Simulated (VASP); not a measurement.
# ZnSe (F-43m) in VASP: further runs, part 3 of 3

VASP 6.6.1. The steps go on from the part before.

## Step 6: Single point, PBEsol (volume scaled by 0.94)

INCAR reads:

```
SYSTEM = ZnSe
ALGO = Normal
EDIFF = 1E-6
ENCUT = 520
GGA = PS
ISIF = 2
ISMEAR = 0
LASPH = .True.
LCHARG = .True.
LELF = .True.
LREAL = .False.
LVHAR = .True.
LWAVE = .False.
NBANDS = 16
NELM = 60
PREC = Accurate
SIGMA = 0.02
```

KPOINTS reads:

```
k-points
0
Gamma
  8 8 8
  0 0 0
```

POSCAR reads:

```
ZnSe
1.0
    0.0000000000      2.7591024839      2.7591024839
    2.7591024839      0.0000000000      2.7591024839
    2.7591024839      2.7591024839      0.0000000000
Zn Se
1 1
Direct
    0.0000000000      0.0000000000      0.0000000000
    0.2500000000      0.2500000000      0.2500000000
```

Potentials or basis: VASP PAW PBE potentials, release 64 (Zn, Se).

Started as:

```console
> cat potpaw_PBE.64/Zn/POTCAR potpaw_PBE.64/Se/POTCAR > POTCAR
> mpirun -np 1 vasp_std > vasp.out
```

OUTCAR:

```text
SYSTEM = ZnSe
   EDIFF = 1E-6
   ENCUT = 520
   GGA = PS
   ISIF = 2
   ISMEAR = 0
   LASPH = .True.
   LREAL = .False.
   NELM = 60
   PREC = Accurate

 ion  position               nearest neighbor table
   1  0.000  0.000  0.000-   2 2.39   2 2.39   2 2.39   2 2.39
   2  0.250  0.250  0.250-   1 2.39   1 2.39   1 2.39   1 2.39

  LATTYP: Found a face centered cubic cell.
 ALAT       =     5.5182049678

  Lattice vectors:

 A1 = (   0.0000000000,   2.7591024839,   2.7591024839)
 A2 = (   2.7591024839,   0.0000000000,   2.7591024839)
 A3 = (   2.7591024839,   2.7591024839,   0.0000000000)

Analysis of symmetry for initial positions (statically):
=====================================================================
 Subroutine PRICEL returns:
 Original cell was already a primitive cell.

 Routine SETGRP: Setting up the symmetry group for a
 face centered cubic supercell.

 Subroutine GETGRP returns: Found 24 space group operations
 (whereof 24 operations were pure point group operations)
 out of a pool of 48 trial point group operations.

The static configuration has the point symmetry T_d .

Analysis of symmetry for dynamics (positions and initial velocities):
=====================================================================
 Subroutine PRICEL returns:
 Original cell was already a primitive cell.

 Routine SETGRP: Setting up the symmetry group for a
 face centered cubic supercell.

 Subroutine GETGRP returns: Found 24 space group operations
 (whereof 24 operations were pure point group operations)
 out of a pool of 48 trial point group operations.

The dynamic configuration has the point symmetry T_d .

 Subroutine INISYM returns: Found 24 space group operations
 (whereof 24 operations are pure point group operations),
 and found     1 'primitive' translations

----------------------------------------------------------------------------------------

[... 111 lines left out ...]
     AMIX     =   0.40;   BMIX     =  1.00
     AMIX_MAG =   1.60;   BMIX_MAG =  1.00
  volume/ion in A,a.u.               =      21.00       141.74
  Fermi-wavevector in a.u.,A,eV,Ry     =   1.234207  2.332312 20.725288  1.523266
  Thomas-Fermi vector in A             =   2.368906
   LORBIT       =      0    0 simple, 1 ext, 2 COOP (PROOUT), +10 PAW based schemes
   GGA     = PS    functional components
   LHFCALC =     F    Hartree Fock is set to
   AEXX    =    0.0000 exact exchange contribution
   IVDW    =     0    specifies the selected vdW correction
   LEPSILON=     F    determine dielectric tensor
   LRPA    =     F    only Hartree local field effects (RPA)
 non-spin polarized calculation
 Gauss-broadening in eV      SIGMA  =   0.02
  energy-cutoff  :      520.00
  volume of cell :       42.01
 maximum number of plane-waves:      1158
 NGX is ok and might be reduce to    30
   NGX = 15   NGY = 15   NGZ = 15

 number of electron      17.9999992 magnetization

 Free energy of the ion-electron system (eV)
  ---------------------------------------------------
  ext. energy  EPLUGINS =         0.00000000
  ---------------------------------------------------
  free energy    TOTEN  =        -6.73110716 eV

  energy without entropy =       -6.73110716  energy(sigma->0) =       -6.73110716

 E-fermi :   2.3755     XC(G=0):  -9.8956

 val. band max:        2.2092197037   @ k =   0.0000   0.0000   0.0000
 cond. band min:       3.7075324876   @ k =   0.0000   0.0000   0.0000
 fundamental gap:      1.4983127838
 Fermi energy:         2.3755477793

 k-point     1 :       0.0000    0.0000    0.0000
  band No.  band energies     occupation
      1     -11.6289      2.00000
      2      -4.6778      2.00000
      3      -4.6778      2.00000
      4      -4.6778      2.00000
      5      -4.2292      2.00000
      6      -4.2292      2.00000
[... 433 lines left out ...]
      3      -4.5121      2.00000
      4      -4.2796      2.00000
      5      -4.2226      2.00000
      6      -3.9812      2.00000
[... 8 lines left out ...]
     15      15.1097      0.00000
     16      16.0520      0.00000

 [... further k-points ...]

------------------------ aborting loop because EDIFF is reached ----------------------------------------

  FORCE on cell =-STRESS in cart. coord.  units (eV):
  Direction    XX          YY          ZZ          XY          YZ          ZX
  --------------------------------------------------------------------------------------
  -------------------------------------------------------------------------------------
  Total        1.3052286      1.3052286      1.3052286      0.0000000      0.0000000      0.0000000
  in kB       49.7810075     49.7810075     49.7810075      0.0000000      0.0000000      0.0000000
  external PRESSURE =      49.7810075 kB  Pullay stress =       0.0000000 kB

 VOLUME and BASIS-vectors are now :
 -----------------------------------------------------------------------------
  energy-cutoff  :      520.00
  volume of cell :       42.01
      direct lattice vectors                 reciprocal lattice vectors
     0.000000000  2.759102484  2.759102484    -0.181218350  0.181218350  0.181218350
     2.759102484  0.000000000  2.759102484     0.181218350 -0.181218350  0.181218350
     2.759102484  2.759102484  0.000000000     0.181218350  0.181218350 -0.181218350

 POSITION                                       TOTAL-FORCE (eV/Angst)
 -----------------------------------------------------------------------------------
      0.00000      0.00000      0.00000        -0.000000     -0.000000     -0.000000
      1.37955      1.37955      1.37955         0.000000      0.000000      0.000000
 -----------------------------------------------------------------------------------
    total drift:                                0.000001      0.000001      0.000001

  FREE ENERGIE OF THE ION-ELECTRON SYSTEM (eV)
  ---------------------------------------------------
  free  energy   TOTEN  =        -6.7311071603 eV

  energy  without entropy=       -6.7311071603  energy(sigma->0) =       -6.73110716
```

stdout:

```text
POSCAR found type information on POSCAR ZnSe
 POSCAR found :  2 types and       2 ions
 scaLAPACK will be used
 -----------------------------------------------------------------------------
|                                                                             |
|                                                                             |
|     You enforced a specific xc type in the INCAR file but a different       |
|     I HOPE YOU KNOW WHAT YOU ARE DOING!                                     |
|                                                                             |
 -----------------------------------------------------------------------------

 LDA part: xc-table for (Slater+PW92), standard interpolation
 POSCAR, INCAR and KPOINTS ok, starting setup
 FFT: planning ... GRIDC
 FFT: planning ... GRID_SOFT
 FFT: planning ... GRID
 WAVECAR not read
 entering main loop
```

Run time: 22 s. Hardware: 1 thread of AMD EPYC 7R43 (Zen 3), shared host; peak memory 0.13 GiB.

Results:

- Free energy: -6.7311 eV
- Pressure: 5.0 GPa
- Band gap on the k mesh: 1.50 eV, direct

Caveat: the PAW data sets were made with another functional, which shifts forces and pressure a little.

## Step 7: The runs side by side

```tsv
task	level	cell	k mesh	cutoff (eV)	smearing	gap on the mesh (eV)	pressure (GPa)
relaxation of cell and atoms	PBEsol	relaxed to 12 GPa from a = 3.983 Å, angles 60.0°, 2 atoms	8 × 8 × 8	600	gaussian 0.01 eV	1.80	12.0
relaxation of cell and atoms	PBEsol	relaxed from a = 4.008 Å, angles 60.0°, 2 atoms	8 × 8 × 8	600	gaussian 0.02 eV	1.23	0.0
relaxation of cell and atoms	PBEsol	relaxed to 12 GPa from a = 3.808 Å, angles 60.0°, 2 atoms	10 × 10 × 10	600	gaussian 0.01 eV	1.80	12.0
relaxation of cell and atoms	revPBE	relaxed to 12 GPa from a = 3.808 Å, angles 60.0°, 2 atoms	10 × 10 × 10	600	gaussian 0.01 eV	1.80	12.0
single point	PBEsol	a = 3.902 Å, angles 60.0°, 2 atoms	8 × 8 × 8	520	gaussian 0.02 eV	1.50	5.0
```

Alike in all rows: potentials or basis VASP PAW PBE potentials, release 64 (Zn, Se); no spin polarisation.

Caveats: the PAW data sets were made with another functional, which shifts forces and pressure a little; the cell is relaxed towards a set pressure, so the enthalpy falls and the energy may rise (some runs).

Absolute energies hang on the potentials; compare differences alone.
